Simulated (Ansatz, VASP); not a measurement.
# Br: VASP beside Ansatz

File INCAR:

```
SYSTEM = Br
PREC = Accurate
ENCUT = 500
EDIFF = 1E-6
ISMEAR = 1
SIGMA = 0.05
LREAL = .False.
LASPH = .True.
NELM = 120
ALGO = Normal
ISIF = 2
LWAVE = .False.
LCHARG = .False.
NBANDS = 18
GGA_COMPAT = .False.
```

File KPOINTS:

```
regular mesh
0
Gamma
  3 3 3
  0 0 0
```

Contents of POSCAR:

```
Br
1.0
    4.5976403800      0.0000000000      0.0000000000
    0.0000000000      4.5976403800      0.0000000000
    0.0000000000      0.0000000000      4.5976403800
Br
3
Direct
    0.4999225101     -0.0022975125      0.0010252419
    0.0017901377      0.5006560016     -0.0008500300
   -0.0017126477      0.0016415109      0.4998247881
```

Input for Ansatz:

```yaml
crystal:
  lattice:
    - [4.59764038, 0.0, 0.0]
    - [0.0, 4.59764038, 0.0]
    - [0.0, 0.0, 4.59764038]
  atoms:
    - { symbol: Br, position: [0.4999225100555652, -0.002297512489294863, 0.0010252419302415059] }
    - { symbol: Br, position: [0.001790137663085492, 0.5006560016252669, -0.0008500299844397308] }
    - { symbol: Br, position: [-0.0017126477330690457, 0.001641510869320726, 0.49982478806008795] }
basis:
  ecutwfc: 470.0
kpoints:
  mp_grid:
    grid: [3, 3, 3]
hamiltonian:
  xc: lda
scf:
  convergence:
    dr2_threshold: 1.0e-08
  occupations:
    method: methfessel_paxton
    width: 0.05
output:
  forces: true
```

Alike in both runs: task single point; functional LDA; k mesh 3 × 3 × 3; occupations methfessel-paxton of order 1, width 0.05 eV; no spin polarisation.

|  | VASP | Ansatz |
| --- | --- | --- |
| version | VASP 6.6.1 | Ansatz 0.2.0 |
| potentials or method | VASP PAW LDA potentials, release 64 (Br), cutoff 500 eV | plane waves, PAW |
| valence electrons in the cell | 21 | 21 |

```csv
,VASP,Ansatz,Ansatz less VASP
rms of the force components (eV/Å),0.011,0.011,-0.0002
```

LDA's correlation is that of Perdew and Zunger in VASP and of Perdew and Wang (1992) in Ansatz. Atom by atom the forces differ by 0.000 eV/Å (rms over components).

The k mesh is coarse, so the values compare programs but aren't converged.
